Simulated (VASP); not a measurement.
# Ag (P6_3/mmc) in VASP: settings compared

Ag is run at these levels: PBE, revPBE; tasks: single point.

All numbers are computed with VASP 6.6.1; they aren't measurements. Logs are shortened: lines on timing, memory, paths and dates and some standing lists are left out, and cuts for length are marked.

## Step 1: The cell of the first run

Symmetry: P6_3/mmc, No. 194, hexagonal system. The conventional cell has a = 2.987 Å, b = 2.987 Å, c = 4.884 Å, α = 90.00°, β = 90.00°, γ = 120.00°. Within 3.9 Å of Ag (site symmetry -6m2) lie 12 Ag at 2.99 Å.

This isn't the form of Ag at room conditions, which is fcc.

## Step 2: Single point, PBE (18.87 Å³/atom)

INCAR reads:

```
SYSTEM = Ag
ALGO = Normal
EDIFF = 1E-7
ENCUT = 520
GGA = PE
ISIF = 2
ISMEAR = -1
LASPH = .True.
LCHARG = .True.
LELF = .True.
LREAL = .False.
LVHAR = .True.
LWAVE = .False.
NBANDS = 18
NELM = 100
PREC = Accurate
SIGMA = 0.05
```

KPOINTS reads:

```
k-points
0
Gamma
  14 14 8
  0 0 0
```

POSCAR reads:

```
Ag
1.0
    2.9874636124      0.0000000000      0.0000000000
   -1.4937318062      2.5872193813      0.0000000000
    0.0000000000      0.0000000000      4.8839454194
Ag
2
Direct
    0.3333333333      0.6666666667      0.2500000000
    0.6666666667      0.3333333333      0.7500000000
```

Potentials or basis: VASP PAW PBE potentials, release 64 (Ag).

Command:

```sh
$ cat potpaw_PBE.64/Ag/POTCAR > POTCAR
$ mpirun -np 1 vasp_std > vasp.out
```

OUTCAR:

```text
SYSTEM = Ag
   EDIFF = 1E-7
   ENCUT = 520
   GGA = PE
   ISIF = 2
   ISMEAR = -1
   LASPH = .True.
   LREAL = .False.
   NELM = 100
   PREC = Accurate

 ion  position               nearest neighbor table
   1  0.333  0.667  0.250-   2 2.99   2 2.99   2 2.99   2 2.99   2 2.99   2 2.99
   2  0.667  0.333  0.750-   1 2.99   1 2.99   1 2.99   1 2.99   1 2.99   1 2.99

  LATTYP: Found a hexagonal cell.
 ALAT       =     2.9874636124
 C/A-ratio  =     1.6348133578

  Lattice vectors:

 A1 = (   2.9874636124,   0.0000000000,   0.0000000000)
 A2 = (  -1.4937318062,   2.5872193813,   0.0000000000)
 A3 = (   0.0000000000,   0.0000000000,   4.8839454194)

Analysis of symmetry for initial positions (statically):
=====================================================================
 Subroutine PRICEL returns:
 Original cell was already a primitive cell.

 Routine SETGRP: Setting up the symmetry group for a
 hexagonal supercell.

 Subroutine GETGRP returns: Found 24 space group operations
 (whereof 12 operations were pure point group operations)
 out of a pool of 24 trial point group operations.

The static configuration has the point symmetry D_3d.
 The point group associated with its full space group is D_6h.

Analysis of symmetry for dynamics (positions and initial velocities):
=====================================================================
 Subroutine PRICEL returns:
 Original cell was already a primitive cell.

 Routine SETGRP: Setting up the symmetry group for a
 hexagonal supercell.

 Subroutine GETGRP returns: Found 24 space group operations
 (whereof 12 operations were pure point group operations)
 out of a pool of 24 trial point group operations.

The dynamic configuration has the point symmetry D_3d.
 The point group associated with its full space group is D_6h.

 Subroutine INISYM returns: Found 24 space group operations
 (whereof 12 operations are pure point group operations),
 and found     1 'primitive' translations

----------------------------------------------------------------------------------------

                                     Primitive cell

  volume of cell :      37.7491

  direct lattice vectors                    reciprocal lattice vectors
     2.987463612  0.000000000  0.000000000     0.334732110  0.193257674  0.000000000
    -1.493731806  2.587219381  0.000000000     0.000000000  0.386515348  0.000000000
     0.000000000  0.000000000  4.883945419     0.000000000  0.000000000  0.204752493

  length of vectors
     2.987463612  2.987463612  4.883945419     0.386515348  0.386515348  0.204752493

  position of ions in fractional coordinates (direct lattice)
     0.333333333  0.666666667  0.250000000
     0.666666667  0.333333333  0.750000000

  ion indices of the primitive-cell ions
   primitive index   ion index
                 1           1
                 2           2

----------------------------------------------------------------------------------------

 KPOINTS: k-points

Automatic generation of k-mesh.
 Grid dimensions read from file:
 generate k-points for:   14   14    8

 Generating k-lattice:

  Cartesian coordinates                     Fractional coordinates (reciprocal lattice)
     0.023909436  0.013804120  0.000000000     0.071428571  0.000000000  0.000000000
     0.000000000  0.027608239  0.000000000     0.000000000  0.071428571  0.000000000
     0.000000000  0.000000000  0.025594062     0.000000000  0.000000000  0.125000000

  Length of vectors
     0.027608239  0.027608239  0.025594062

  Shift w.r.t. Gamma in fractional coordinates (k-lattice)
     0.000000000  0.000000000  0.000000000

 Subroutine IBZKPT returns following result:
 ===========================================

 Found    120 irreducible k-points:

 Following reciprocal coordinates:
            Coordinates               Weight
  0.000000  0.000000  0.000000      1.000000
  0.071429 -0.000000  0.000000      6.000000
  0.142857 -0.000000  0.000000      6.000000
  0.214286  0.000000  0.000000      6.000000
  0.285714 -0.000000  0.000000      6.000000
  0.357143 -0.000000  0.000000      6.000000
[... 16 lines left out ...]
  0.285714  0.285714  0.000000      6.000000
  0.357143  0.285714  0.000000      6.000000
 [... further k-points ...]
   k-points           NKPTS =    120   k-points in BZ     NKDIM =    120   number of bands    NBANDS=     18
   number of dos      NEDOS =    301   number of ions     NIONS =      2
   total plane-waves  NPLWV =  20736
   dimension x,y,z NGX =    24 NGY =   24 NGZ =   36
   dimension x,y,z NGXF=    48 NGYF=   48 NGZF=   72
   ions per type =               2
   NGX,Y,Z   is equivalent  to a cutoff of  13.36, 13.36, 12.25 a.u.
   NGXF,Y,Z  is equivalent  to a cutoff of  26.71, 26.71, 24.51 a.u.
 SYSTEM =  Ag
   PREC   = accura    normal or accurate (medium, high low for compatibility)
   ISTART =      0    job   : 0-new  1-cont  2-samecut
   ICHARG =      2    charge: 1-file 2-atom 10-const
   ISPIN  =      1    spin polarized calculation?
   LNONCOLLINEAR =      F non collinear calculations
   LSORBIT =      F    spin-orbit coupling
   LASPH  =      T    aspherical Exc in radial PAW
   ENCUT  =  520.0 eV  38.22 Ry    6.18 a.u.   5.55  5.55  9.08*2*pi/ulx,y,z
   NELM   =    100;   NELMIN=  2; NELMDL= -5     # of ELM steps
   EDIFF  = 0.1E-06   stopping-criterion for ELM
   LREAL  =      F    real-space projection
   EDIFFG = 0.1E-05   stopping-criterion for IOM
   NSW    =      0    number of steps for IOM
   IBRION =     -1    ionic relax: 0-MD 1-quasi-New 2-CG
   NFREE  =      0    steps in history (QN), initial steepest desc. (CG)
   ISIF   =      2    stress and relaxation
   ISYM   =      2    0-nonsym 1-usesym 2-fastsym
   POTIM  = 0.5000    time-step for ionic-motion
   TEBEG  =    0.0;   TEEND  =   0.0 temperature during run
   PSTRESS=    0.0 pullay stress
   NELECT =      22.0000    total number of electrons
   NUPDOWN=      -1.0000    fix difference up-down
   EMIN   =  10.00;   EMAX   =-10.00  energy-range for DOS
   EFERMI =   0.00;   METHOD = LEGACY
   ISMEAR =    -1;   SIGMA  =   0.05  broadening in eV -4-tet -1-fermi 0-gaus
   EFERMI_NEDOS =   21; number of points for ismear=-14 and -15
   IALGO  =     38    algorithm
   IMIX   =      4    mixing-type and parameters
     AMIX     =   0.40;   BMIX     =  1.00
     AMIX_MAG =   1.60;   BMIX_MAG =  1.00
  volume/ion in A,a.u.               =      18.87       127.37
  Fermi-wavevector in a.u.,A,eV,Ry     =   1.367456  2.584118 25.442039  1.869937
  Thomas-Fermi vector in A             =   2.493507
   LORBIT       =      0    0 simple, 1 ext, 2 COOP (PROOUT), +10 PAW based schemes
   GGA     = PE    functional components
[... 5 lines left out ...]
 non-spin polarized calculation
  energy-cutoff  :      520.00
  volume of cell :       37.75
 maximum number of plane-waves:      1044
 NGX is ok and might be reduce to    24
   NGX = 11   NGY = 11   NGZ = 19

 number of electron      21.9999990 magnetization

 Free energy of the ion-electron system (eV)
  ---------------------------------------------------
  ext. energy  EPLUGINS =         0.00000000
  ---------------------------------------------------
  free energy    TOTEN  =        -5.40171884 eV

  energy without entropy =       -5.39775569  energy(sigma->0) =       -5.39973727

 E-fermi :   7.0923     XC(G=0): -11.6118

 val. band max:        7.0268568318   @ k =   0.0714   0.0714   0.1250
 cond. band min:       7.1271051279   @ k =   0.4286   0.0714   0.2500
 fundamental gap:      0.1002482961
 Fermi energy:         7.0923475650

 k-point     1 :       0.0000    0.0000    0.0000
  band No.  band energies     occupation
      1       0.0446      2.00000
      2       1.2947      2.00000
      3       2.6253      2.00000
      4       2.7130      2.00000
      5       2.7130      2.00000
      6       2.9091      2.00000
[... 10 lines left out ...]
     17      24.2241      0.00000
     18      24.4744      0.00000

 k-point     2 :       0.0714   -0.0000    0.0000
  band No.  band energies     occupation
      1       0.1752      2.00000
      2       1.3665      2.00000
      3       2.5543      2.00000
      4       2.7766      2.00000
      5       2.7804      2.00000
      6       2.8870      2.00000
[... 10 lines left out ...]
     17      24.3563      0.00000
     18      25.0483      0.00000

 k-point     3 :       0.1429   -0.0000    0.0000
  band No.  band energies     occupation
      1       0.5472      2.00000
      2       1.5459      2.00000
      3       2.4427      2.00000
      4       2.7984      2.00000
      5       2.9402      2.00000
      6       2.9594      2.00000
[... 10 lines left out ...]
     17      24.5464      0.00000
     18      24.8267      0.00000

 k-point     4 :       0.2143    0.0000    0.0000
  band No.  band energies     occupation
      1       1.0729      2.00000
      2       1.6950      2.00000
      3       2.4221      2.00000
      4       2.5813      2.00000
      5       2.7566      2.00000
      6       2.9499      2.00000
[... 375 lines left out ...]
      4       2.5814      2.00000
      5       2.8069      2.00000
      6       2.8272      2.00000
[... 10 lines left out ...]
     17      17.4136      0.00000
     18      19.6764      0.00000

 k-point    23 :       0.2857    0.2857    0.0000
  band No.  band energies     occupation
      1       1.7242      2.00000
      2       2.0443      2.00000
      3       2.1156      2.00000
      4       2.5750      2.00000
      5       2.5997      2.00000
      6       2.8075      2.00000
[... 10 lines left out ...]
     17      17.9510      0.00000
     18      18.0410      0.00000

 k-point    24 :       0.3571    0.2857    0.0000
  band No.  band energies     occupation
      1       1.7016      2.00000
      2       2.0896      2.00000
      3       2.1543      2.00000
      4       2.5678      2.00000
      5       2.6188      2.00000
      6       2.7247      2.00000
[... 10 lines left out ...]
     17      16.9950      0.00000
     18      17.8421      0.00000

 [... further k-points ...]

------------------------ aborting loop because EDIFF is reached ----------------------------------------

  FORCE on cell =-STRESS in cart. coord.  units (eV):
  Direction    XX          YY          ZZ          XY          YZ          ZX
  --------------------------------------------------------------------------------------
  -------------------------------------------------------------------------------------
  Total       -0.9648717     -0.9648717     -1.0421130      0.0000000      0.0000000      0.0000000
  in kB      -40.9518463    -40.9518463    -44.2301825      0.0000000      0.0000000      0.0000000
  external PRESSURE =     -42.0446250 kB  Pullay stress =       0.0000000 kB

 VOLUME and BASIS-vectors are now :
 -----------------------------------------------------------------------------
  energy-cutoff  :      520.00
  volume of cell :       37.75
      direct lattice vectors                 reciprocal lattice vectors
     2.987463612  0.000000000  0.000000000     0.334732110  0.193257674  0.000000000
    -1.493731806  2.587219381  0.000000000     0.000000000  0.386515348  0.000000000
     0.000000000  0.000000000  4.883945419     0.000000000  0.000000000  0.204752493

 POSITION                                       TOTAL-FORCE (eV/Angst)
 -----------------------------------------------------------------------------------
     -0.00000      1.72481      1.22099         0.000000      0.000000      0.000000
      1.49373      0.86241      3.66296        -0.000000      0.000000      0.000000
 -----------------------------------------------------------------------------------
    total drift:                               -0.000000      0.000000     -0.000000

  FREE ENERGIE OF THE ION-ELECTRON SYSTEM (eV)
  ---------------------------------------------------
  free  energy   TOTEN  =        -5.4017188430 eV

  energy  without entropy=       -5.3977556911  energy(sigma->0) =       -5.39973727
```

It took 20 s on 1 thread of Intel Xeon 6975P-C (Granite Rapids), shared host; peak memory 0.19 GiB.

What came out:

| Property | Result |
| --- | --- |
| Free energy | -5.4017 eV |
| Pressure | -4.2 GPa |
| Band gap on the k mesh | zero (bands 11 and 12 overlap by 6.78 eV) |

Stress tensor (GPa, compression positive):
```
-4.10  0.00  0.00
 0.00 -4.10  0.00
 0.00  0.00 -4.42
```

Caveat: the cell stands under tension.

## Step 3: Single point, revPBE, collinear spin

INCAR reads:

```
SYSTEM = Ag
ALGO = Normal
EDIFF = 1E-7
ENCUT = 520
GGA = RE
ISIF = 2
ISMEAR = -1
ISPIN = 2
LASPH = .True.
LCHARG = .True.
LELF = .True.
LMAXMIX = 4
LORBIT = 11
LREAL = .False.
LVHAR = .True.
LWAVE = .False.
MAGMOM = 0.2 0.2
NBANDS = 22
NELM = 150
PREC = Accurate
SIGMA = 0.05
```

KPOINTS is that of step 2.

POSCAR is that of step 2.

Potentials or basis: VASP PAW PBE potentials, release 64 (Ag).

Command:

```sh
$ cat potpaw_PBE.64/Ag/POTCAR > POTCAR
$ mpirun -np 1 vasp_std > vasp.out
```

Run time: 1.7 min. Hardware: 1 thread of Intel Xeon Platinum 8259CL at 2.50GHz (Skylake/Cascade Lake), shared host; peak memory 0.27 GiB.

It converged, with:

```yaml
Free_energy: -4.5849 eV
Pressure: -1.6 GPa
Band_gap_on_the_k_mesh: zero (filled and empty bands overlap)
Net_moment: 0.00 μB per cell
Valence_electrons_inside_the_program's_atomic_spheres: Ag 9.80
```

Stress tensor (GPa, compression positive):
```
-1.47  0.00  0.00
 0.00 -1.47  0.00
 0.00  0.00 -1.80
```

Levels at points of the mesh, in eV from the Fermi level:
Spin up:
| k point | band 7 | band 8 | band 9 | band 10 | band 11 | band 12 | band 13 | band 14 | band 15 | band 16 |
| --- | --- | --- | --- | --- | --- | --- | --- | --- | --- | --- |
| (0.00, 0.00, 0.00) | -4.21 | -3.92 | -3.92 | -3.08 | -3.08 | -0.13 | 3.07 | 15.33 | 17.12 | 17.14 |
| (0.50, 0.00, 0.00) | -3.60 | -2.97 | -2.92 | -2.85 | 0.15 | 1.33 | 6.47 | 6.74 | 8.54 | 9.72 |
| (0.00, 0.00, 0.50) | -4.19 | -4.19 | -3.34 | -3.34 | -3.34 | -3.34 | 10.38 | 10.38 | 15.66 | 15.66 |
| (0.50, 0.00, 0.50) | -3.10 | -3.10 | -2.89 | -2.89 | 0.90 | 0.90 | 4.05 | 4.05 | 12.85 | 12.85 |
Spin down:
```
           k point  band 9  band 10  band 11  band 12  band 13  band 14
(0.00, 0.00, 0.00)   -3.92    -3.08    -3.08    -0.13     3.07    15.33
(0.50, 0.00, 0.00)   -2.92    -2.85     0.15     1.33     6.47     6.74
(0.00, 0.00, 0.50)   -3.34    -3.34    -3.34    -3.34    10.38    10.38
(0.50, 0.00, 0.50)   -2.89    -2.89     0.90     0.90     4.05     4.05
```

Caveat: the PAW data sets were made with another functional, which shifts forces and pressure a little.
